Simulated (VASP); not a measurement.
# SnO2 (Cm) in VASP: notebook, part 2 of 2

VASP 6.6.1.

### 4 Single point, PBE+D3(BJ) (atoms displaced along a vibrational mode)

The input, INCAR:

```
PREC     = Accurate       # precision mode
ENCUT    = 520            # plane-wave cutoff, eV
EDIFF    = 1E-6           # SCF threshold, eV
ISMEAR   = 0              # smearing method
SIGMA    = 0.05           # smearing width, eV
LREAL    = False          # projectors in reciprocal space
LASPH    = True           # aspherical terms in the spheres
NELM     = 100            # most SCF steps
ALGO     = Normal         # electronic algorithm
ISIF     = 2              # what is computed and relaxed
LWAVE    = False          # write WAVECAR
LCHARG   = False          # write CHGCAR
GGA      = PE             # functional
IVDW     = 12             # dispersion correction
NBANDS   = 64             # bands
```

The input, KPOINTS:

```
regular mesh
0
Gamma
  6 6 6
```

The input, POSCAR:

```
SnO2
1.0
    3.2373377712      1.8690778337      4.2908446647
   -3.2373377712      1.8690778337      4.2908446647
    0.0000000000     -3.7381556673      4.2908446647
Sn O
4 8
Direct
    0.8623766937      0.8659800402      0.8659800400
    0.3623920358      0.3659923202      0.8659861938
    0.3623920358      0.8659861939      0.3659923201
    0.8623862705      0.3659909497      0.3659909495
    0.1485396061      0.6074800040      0.6074799882
    0.6485257422      0.1075182713      0.6074953405
    0.6485257422      0.6074953563      0.1075182555
    0.5988417104      0.6131851555      0.6131851726
    0.1485349742      0.1075128500      0.1075128342
    0.0988439155      0.1131635705      0.6131525126
    0.0988439155      0.6131524955      0.1131635876
    0.5988843726      0.1131682836      0.1131683007
```

Started as:

```sh
cat potpaw_PBE.64/Sn_d/POTCAR potpaw_PBE.64/O/POTCAR > POTCAR
mpirun -np 1 vasp_std > vasp.out
```

Run time: 16 min. Hardware: 1 thread of Oxide Virtual Turin-like, shared host; peak memory 0.54 GiB.

The run converged. Its results:

* Free energy: -74.5007 eV
* Pressure: 2.3 GPa
* Largest force: 1.505 eV/Å
* Band gap on the k mesh: 1.51 eV
* Dispersion energy per atom: -0.201 eV

Forces in eV/Å, atoms in the order of the input:
```
Sn   0.517  0.298  0.266
Sn   0.517  0.297  0.266
Sn   0.516  0.299  0.266
Sn   0.516  0.298  0.266
O   -1.247 -0.720 -0.439
O   -1.246 -0.720 -0.440
O   -1.247 -0.719 -0.440
O    0.731  0.422  0.174
O   -1.246 -0.719 -0.440
O    0.731  0.420  0.175
O    0.729  0.423  0.175
O    0.729  0.421  0.172
```

Stress tensor (GPa, compression positive):
```
 1.77 -0.89  7.38
-0.89  2.79  4.26
 7.38  4.26  2.38
```

Levels at points of the mesh, in eV from the valence-band top:
```tsv
k point	band 50	band 51	band 52	band 53	band 54	band 55
(0.00, 0.00, 0.00)	-0.03	-0.03	0.00	1.51	4.43	5.00
(0.50, 0.00, 0.00)	-0.40	-0.05	-0.05	3.83	3.83	5.66
(0.00, 0.50, 0.00)	-0.33	-0.05	-0.05	4.13	4.13	5.48
(0.50, 0.50, 0.00)	-0.58	-0.18	-0.18	4.51	4.51	5.45
(0.00, 0.50, 0.50)	-0.51	-0.06	-0.06	4.26	4.26	5.72
(0.50, 0.50, 0.50)	-1.00	-0.70	-0.70	3.41	4.83	5.50
```

Caveat: the cell differs from its parent crystal (atoms displaced along a vibrational mode); spin-orbit coupling is left out, which moves the levels of the heavy elements; forces of over 1 eV/Å act on the atoms, so gaps and moduli don't describe the material at rest.

### 5 Single point, PBE+D3(BJ) (atoms displaced along a vibrational mode)

The input, INCAR:

```
SYSTEM = SnO2
PREC = Accurate
ENCUT = 520
EDIFF = 1E-6
ISMEAR = 0
SIGMA = 0.05
LREAL = .False.
LASPH = .True.
NELM = 100
ALGO = Normal
ISIF = 2
LWAVE = .False.
LCHARG = .True.
GGA = PE
IVDW = 12
LELF = .True.
LVHAR = .True.
NBANDS = 64
```

The input, KPOINTS:

```
Automatic mesh
0
Gamma
  6 6 6
  0 0 0
```

The input, POSCAR:

```
SnO2
1.0
    3.2373377712      1.8690778337      4.2908446647
   -3.2373377712      1.8690778337      4.2908446647
    0.0000000000     -3.7381556673      4.2908446647
Sn O
4 8
Direct
    0.8671950224      0.8635708756      0.8635708758
    0.3671810059      0.3636018482      0.8635808017
    0.3671810059      0.8635808015      0.3636018484
    0.8671970550      0.3635924511      0.3635924513
    0.1369043147      0.6133363201      0.6133362975
    0.6368365825      0.1133359204      0.6133281841
    0.6368365825      0.6133282066      0.1133358978
    0.5749266143      0.6251427014      0.6251427227
    0.1368805536      0.1133400636      0.1133400411
    0.0748588908      0.1251740788      0.6251325464
    0.0748588908      0.6251325251      0.1251741001
    0.5749243091      0.1251427957      0.1251428171
```

Started as:

```sh
cat potpaw_PBE.64/Sn_d/POTCAR potpaw_PBE.64/O/POTCAR > POTCAR
mpirun -np 1 vasp_std > vasp.out
```

It took 18 min on 1 thread of Oxide Virtual Turin-like, shared host; peak memory 0.54 GiB.

The run converged. Its results:

```yaml
Free_energy: -74.1343 eV
Pressure: 3.2 GPa
Largest_force: 1.880 eV/Å
Band_gap_on_the_k_mesh: 1.43 eV
Dispersion_energy_per_atom: -0.201 eV
```

Forces in eV/Å, atoms in the order of the input:
```
Sn  -0.440 -0.254 -0.336
Sn  -0.429 -0.253 -0.333
Sn  -0.434 -0.245 -0.333
Sn  -0.438 -0.253 -0.340
O   -1.096 -0.633 -0.307
O   -1.093 -0.631 -0.303
O   -1.093 -0.631 -0.303
O    1.528  0.882  0.639
O   -1.094 -0.632 -0.305
O    1.532  0.880  0.642
O    1.529  0.887  0.642
O    1.528  0.882  0.638
```

Stress tensor (GPa, compression positive):
```
 2.21 -1.29  9.88
-1.29  3.69  5.70
 9.88  5.70  3.78
```

Levels at points of the mesh, in eV from the valence-band top:
| k point | band 49 | band 50 | band 51 | band 52 | band 53 | band 54 | band 55 | band 56 |
| --- | --- | --- | --- | --- | --- | --- | --- | --- |
| (0.00, 0.00, 0.00) | -0.12 | -0.04 | -0.04 | -0.04 | 1.43 | 4.27 | 5.05 | 5.05 |
| (0.50, 0.00, 0.00) | -0.40 | -0.40 | -0.10 | -0.10 | 3.69 | 3.69 | 5.66 | 5.66 |
| (0.00, 0.50, 0.00) | -0.35 | -0.35 | -0.06 | -0.06 | 4.08 | 4.09 | 5.40 | 5.40 |
| (0.50, 0.50, 0.00) | -0.62 | -0.62 | -0.20 | -0.20 | 4.45 | 4.45 | 5.36 | 5.37 |
| (0.00, 0.50, 0.50) | -0.52 | -0.52 | -0.07 | -0.07 | 4.12 | 4.12 | 5.73 | 5.74 |
| (0.50, 0.50, 0.50) | -1.12 | -1.02 | -0.65 | -0.65 | 3.32 | 4.62 | 5.53 | 5.53 |

Caveat: the cell differs from its parent crystal (atoms displaced along a vibrational mode); the cell stands under pressure; spin-orbit coupling is left out, which moves the levels of the heavy elements; forces of over 1 eV/Å act on the atoms, so gaps and moduli don't describe the material at rest.

### 6 Single point, PBE+D3(BJ) (atoms displaced along a vibrational mode)

The input, INCAR:

```
ALGO = Normal
EDIFF = 1E-6
ENCUT = 520
GGA = PE
ISIF = 2
ISMEAR = 0
IVDW = 12
LASPH = True
LCHARG = True
LELF = True
LREAL = False
LVHAR = True
LWAVE = False
NBANDS = 64
NELM = 80
PREC = Accurate
SIGMA = 0.05
```

The input, KPOINTS:

```
k-points
0
Gamma
  6 6 6
```

The input, POSCAR:

```
SnO2
1.0
    3.2373377712      1.8690778337      4.2908446647
   -3.2373377712      1.8690778337      4.2908446647
    0.0000000000     -3.7381556673      4.2908446647
Sn O
4 8
Direct
    0.8623648077      0.8659859831      0.8659859829
    0.3624010317      0.3659832075      0.8659908595
    0.3624010317      0.8659908596      0.3659832074
    0.8623769391      0.3659910664      0.3659910662
    0.1116311785      0.6259237758      0.6259237928
    0.6116443705      0.1259724686      0.6259329404
    0.6116443705      0.6259329233      0.1259724857
    0.6357328826      0.5947395858      0.5947395700
    0.1116420408      0.1259593002      0.1259593173
    0.1357705310      0.0946888921      0.5947306795
    0.1357705310      0.5947306953      0.0946888762
    0.6357280058      0.0947163794      0.0947163636
```

Potentials or basis: VASP PAW PBE potentials, release 64 (Sn_d, O).

Started as:

```sh
cat potpaw_PBE.64/Sn_d/POTCAR potpaw_PBE.64/O/POTCAR > POTCAR
mpirun -np 1 vasp_std > vasp.out
```

OUTCAR:

```text
EDIFF = 1E-6
   ENCUT = 520
   GGA = PE
   ISIF = 2
   ISMEAR = 0
   IVDW = 12
   LASPH = True
   LREAL = False
   NELM = 80
   PREC = Accurate
 IVDW          = 12

 ion  position               nearest neighbor table
   1  0.862  0.866  0.866-  12 1.97   5 2.08   6 2.13   7 2.13  11 2.19  10 2.19   2 3.24   3 3.24
                             4 3.24   4 3.24   3 3.24   2 3.24
   2  0.362  0.366  0.866-  11 1.97   6 2.08   9 2.13   5 2.13  12 2.19   8 2.19   1 3.24   4 3.24
                             3 3.24   3 3.24   4 3.24   1 3.24
[... 1848 lines left out ...]
 VOLUME and BASIS-vectors are now :
 -----------------------------------------------------------------------------
  energy-cutoff  :      520.00
  volume of cell :      155.78
      direct lattice vectors                 reciprocal lattice vectors
     3.237337771  1.869077834  4.290844665     0.154447894  0.089170533  0.077684782
    -3.237337771  1.869077834  4.290844665    -0.154447894  0.089170533  0.077684782
     0.000000000 -3.738155667  4.290844665     0.000000000 -0.178341066  0.077684782

 POSITION                                       TOTAL-FORCE (eV/Angst)
 -----------------------------------------------------------------------------------
     -0.01172     -0.00677     11.13190         1.190500      0.687335     -0.407137
     -0.01160     -1.87580      6.84122         1.182649      0.685440     -0.408060
     -1.63029      0.92786      6.84122         1.184933      0.681484     -0.408060
      1.60697      0.92778      6.84115         1.186639      0.685106     -0.403295
     -1.66494     -0.96125      5.85048         0.594696      0.343348     -0.137800
      1.57228     -0.96117      5.85078         0.596213      0.343057     -0.140723
     -0.04626      1.84222      5.85078         0.595203      0.344807     -0.140723
      0.13271      0.07662      7.83170        -1.779089     -1.027158      0.545587
     -0.04635     -0.02676      1.55998         0.595645      0.343896     -0.140713
      0.13300     -1.79245      3.54076        -1.783603     -1.029274      0.546704
     -1.48581      1.01140      3.54076        -1.783179     -1.030008      0.546704
      1.75144      1.01119      3.54064        -1.780606     -1.028034      0.547516
 -----------------------------------------------------------------------------------
    total drift:                                0.003736      0.002168     -0.001337

  FREE ENERGIE OF THE ION-ELECTRON SYSTEM (eV)
  ---------------------------------------------------
  free  energy   TOTEN  =       -74.3733304624 eV

  energy  without entropy=      -74.3733304624  energy(sigma->0) =      -74.37333046
```

Run time: 19 min. Hardware: 1 thread of Oxide Virtual Turin-like, shared host; peak memory 0.54 GiB.

What came out:

| Quantity | Value |
| --- | --- |
| Free energy | -74.3733 eV |
| Pressure | 2.8 GPa |
| Largest force | 2.131 eV/Å |
| Band gap on the k mesh | 1.49 eV |
| Dispersion energy per atom | -0.201 eV |

Forces on the atoms (eV/Å):
```
Sn   1.190  0.687 -0.407
Sn   1.183  0.685 -0.408
Sn   1.185  0.681 -0.408
Sn   1.187  0.685 -0.403
O    0.595  0.343 -0.138
O    0.596  0.343 -0.141
O    0.595  0.345 -0.141
O   -1.779 -1.027  0.546
O    0.596  0.344 -0.141
O   -1.784 -1.029  0.547
O   -1.783 -1.030  0.547
O   -1.781 -1.028  0.548
```

Stress tensor (GPa, compression positive):
```
 3.74  1.59 -8.52
 1.59  1.90 -4.92
-8.52 -4.92  2.81
```

Caveat: the cell differs from its parent crystal (atoms displaced along a vibrational mode); spin-orbit coupling is left out, which moves the levels of the heavy elements; forces of over 1 eV/Å act on the atoms, so gaps and moduli don't describe the material at rest.

### 7 Summary

| cell | gap on the mesh (eV) | pressure (GPa) | largest force (eV/Å) |
| --- | --- | --- | --- |
| as given, atomic positions A | 1.50 | 2.7 | 1.63 |
| as given, atomic positions B | 1.43 | 3.2 | 1.88 |
| as given, atomic positions C | 1.51 | 2.3 | 1.51 |
| as given, atomic positions D | 1.49 | 2.8 | 2.13 |

Alike in all rows: task single point; level PBE+D3(BJ); potentials or basis VASP PAW PBE potentials, release 64 (Sn_d, O); no spin polarisation; k mesh 6 × 6 × 6; cutoff (eV) 520; smearing gaussian 0.05 eV.

Caveats: spin-orbit coupling is left out, which moves the levels of the heavy elements; forces of over 1 eV/Å act on the atoms, so gaps and moduli don't describe the material at rest; the cell stands under pressure (at least some runs).

Absolute energies hang on the potentials; compare differences alone.
